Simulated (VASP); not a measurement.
GaP (rocksalt type), 2 atoms in the cell. Symmetry: Fm-3m, No. 225, cubic system. Conventional cell: a = 4.904 Å, b = 4.904 Å, c = 4.904 Å, α = 90.00°, β = 90.00°, γ = 90.00°. Ga (site symmetry m-3m) has 6 P at 2.45 Å within 3.2 Å. P (site symmetry m-3m) has 6 Ga at 2.45 Å within 3.2 Å.  This cell differs from its parent crystal: volume scaled by 0.88.

```yaml
Program: VASP 6.6.1
Task: single point
Functional: r2SCAN
Potentials_or_basis: VASP PAW PBE potentials, release 64 (Ga_d, P)
Cutoff: 520 eV
k_mesh: 14 × 14 × 14
Occupations: fermi-dirac, width 0.05 eV
Spin: no spin polarisation
Dipole_correction: no
Further_INCAR_settings: ALGO = Normal; EDIFF = 1e-06; NBANDS = 16
```

Potentials or basis: VASP PAW PBE potentials, release 64 (Ga_d, P).

Command:

```bash
$ cat potpaw_PBE.64/Ga_d/POTCAR potpaw_PBE.64/P/POTCAR > POTCAR
$ cp INCAR.step1 INCAR
$ mpirun -np 1 vasp_std > vasp.out
$ cp INCAR.step2 INCAR
$ mpirun -np 1 vasp_std > vasp.out
```

Hardware: 1 thread of AMD EPYC 9R45 (Zen 5), on a shared host.

Estimate the wall time of this run.

Wall time 3.2 min on 1 thread of AMD EPYC 9R45 (Zen 5) (shared host), peak memory 0.16 GiB. Counts: k points 104.
